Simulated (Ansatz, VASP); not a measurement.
# Two plane-wave programs on Al

Contents of INCAR:

```
SYSTEM = Al
PREC = Accurate ; ENCUT = 520
EDIFF = 1E-6 ; ISMEAR = 0
SIGMA = 0.1 ; LREAL = Auto
LASPH = .True. ; NELM = 80
ALGO = Normal ; ISIF = 2
LWAVE = .False. ; LCHARG = .False.
LDIPOL = .True. ; IDIPOL = 3
DIPOL = 0.5 0.5 0.282 ; GGA = PE
NBANDS = 42
```

File KPOINTS:

```
regular mesh
0
Gamma
  5 3 1
  0 0 0
```

The input POSCAR:

```
Al
1.0
    5.7070863109      0.0000000000      0.0000000000
   -1.4267715777      9.7014842373      0.0000000000
    0.0000000000      0.0000000000     22.7903703632
Al
18
Direct
    0.2662216041      0.0648864163      0.1755127247
    0.7662216041      0.0648864163      0.1755127247
    0.3354806058      0.3419224231      0.2192029853
    0.8354806058      0.3419224231      0.2192029853
    0.1493324061      0.5973296244      0.2279410374
    0.6493324061      0.5973296244      0.2279410374
    0.4631842064      0.8527368258      0.2366790895
    0.9631842064      0.8527368258      0.2366790895
    0.0319772084      0.1277109167      0.2808262503
    0.5319772084      0.1277109167      0.2808262503
    0.0997917590      0.4042231279      0.3301071124
    0.5997917590      0.4042231279      0.3301071124
    0.4144000530      0.6596656505      0.3369822082
    0.9144000530      0.6596656505      0.3369822082
    0.2263076920      0.9110819249      0.3449259127
    0.7263076920      0.9110819249      0.3449259127
    0.2962427236      0.1814071990      0.3857054635
    0.7962427236      0.1814071990      0.3857054635
```

Input for Ansatz:

```yaml
crystal:
  lattice:
    - [5.7070863109, 0.0, 0.0]
    - [-1.4267715777, 9.7014842373, 0.0]
    - [0.0, 0.0, 22.7903703632]
  atoms:
    - { symbol: Al, position: [0.2662216041, 0.0648864163, 0.1755127247] }
    - { symbol: Al, position: [0.7662216041, 0.0648864163, 0.1755127247] }
    - { symbol: Al, position: [0.3354806058, 0.3419224231, 0.2192029853] }
    - { symbol: Al, position: [0.8354806058, 0.3419224231, 0.2192029853] }
    - { symbol: Al, position: [0.1493324061, 0.5973296244, 0.2279410374] }
    - { symbol: Al, position: [0.6493324061, 0.5973296244, 0.2279410374] }
    - { symbol: Al, position: [0.4631842064, 0.8527368258, 0.2366790895] }
    - { symbol: Al, position: [0.9631842064, 0.8527368258, 0.2366790895] }
    - { symbol: Al, position: [0.0319772084, 0.1277109167, 0.2808262503] }
    - { symbol: Al, position: [0.5319772084, 0.1277109167, 0.2808262503] }
    - { symbol: Al, position: [0.099791759, 0.4042231279, 0.3301071124] }
    - { symbol: Al, position: [0.599791759, 0.4042231279, 0.3301071124] }
    - { symbol: Al, position: [0.414400053, 0.6596656505, 0.3369822082] }
    - { symbol: Al, position: [0.914400053, 0.6596656505, 0.3369822082] }
    - { symbol: Al, position: [0.226307692, 0.9110819249, 0.3449259127] }
    - { symbol: Al, position: [0.726307692, 0.9110819249, 0.3449259127] }
    - { symbol: Al, position: [0.2962427236, 0.181407199, 0.3857054635] }
    - { symbol: Al, position: [0.7962427236, 0.181407199, 0.3857054635] }
basis:
  ecutwfc: 420
kpoints:
  mp_grid: { grid: [5, 3, 1] }
hamiltonian:
  xc: pbe
  pseudopotentials: { kind: paw, azcp: { folder: soft_1 } }
scf:
  occupations: { method: gaussian, width: 0.1 }
output:
  forces: true
  eigenvalues: true
efield:
  axis: 3
  dipole_correction: true
  ramp_width: 0.04
```

Alike in both runs: task single point; functional PBE; k mesh 5 × 3 × 1; occupations gaussian, width 0.1 eV; no spin polarisation.

|  | VASP | Ansatz |
| --- | --- | --- |
| version | VASP 6.6.1 | Ansatz 0.2.0 |
| potentials or method | VASP PAW PBE potentials, release 64 (Al), cutoff 520 eV | scalar-relativistic, plane waves, PAW |
| valence electrons in the cell | 54 | 54 |

```tsv
	VASP	Ansatz	Ansatz less VASP
gap on the k mesh at the Fermi level (eV)	none	none	-
rms of the force components (eV/Å)	0.048	0.048	0.0000
```

Atom by atom the forces differ by 0.001 eV/Å (rms over components). A gap of «none» marks a metal or a gap that the smearing closes.
